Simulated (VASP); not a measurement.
Runs of VASP 6.6.1 on PtSe2. The structure is that of space group P-3m1 (No. 164), or close to it. The cells are those of the table. 

```csv
cell,gap on the mesh (eV),pressure (GPa),largest force (eV/Å)
"a = 3.873, b = 3.873, c = 5.062 Å, angles 90.0, 90.0, 120.0°, 3 atoms",none,-7.7,0.45
"a = 3.575, b = 3.575, c = 5.264 Å, angles 90.0, 90.0, 120.0°, 3 atoms",none,(a),0.77
"a = 3.426, b = 3.426, c = 5.467 Å, angles 90.0, 90.0, 120.0°, 3 atoms",0.17,23.9,1.43
"a = 3.575, b = 3.575, c = 5.467 Å, angles 90.0, 90.0, 120.0°, 3 atoms",none,6.5,0.10
"a = 3.724, b = 3.724, c = 4.860 Å, angles 90.0, 90.0, 120.0°, 3 atoms",none,(c),0.92
"a = 3.575, b = 3.575, c = 4.657 Å, angles 90.0, 90.0, 120.0°, 3 atoms",none,33.4,(b)
"a = 4.022, b = 4.022, c = 4.860 Å, angles 90.0, 90.0, 120.0°, 3 atoms",none,-12.1,0.57
"a = 3.873, b = 3.873, c = 5.264 Å, angles 90.0, 90.0, 120.0°, 3 atoms",none,(d),0.90
```

Alike in all rows: task single point; level PBEsol; potentials or basis VASP PAW PBE potentials, release 64 (Pt, Se); no spin polarisation; k mesh 12 × 12 × 10; cutoff (eV) 520; smearing gaussian 0.15 eV.

Question: Fill in the values left out.

Answer: (a) 11.7; (b) 3.01; (c) 6.8; (d) -10.0.

Caveats: the PAW data sets were made with another functional, which shifts forces and pressure a little; spin-orbit coupling is left out, which moves the levels of the heavy elements.

A k mesh can miss the band edges, and the runs leave out spin-orbit coupling on Pt, Se.

A gap of «none» marks levels without a gap at the run's occupations.
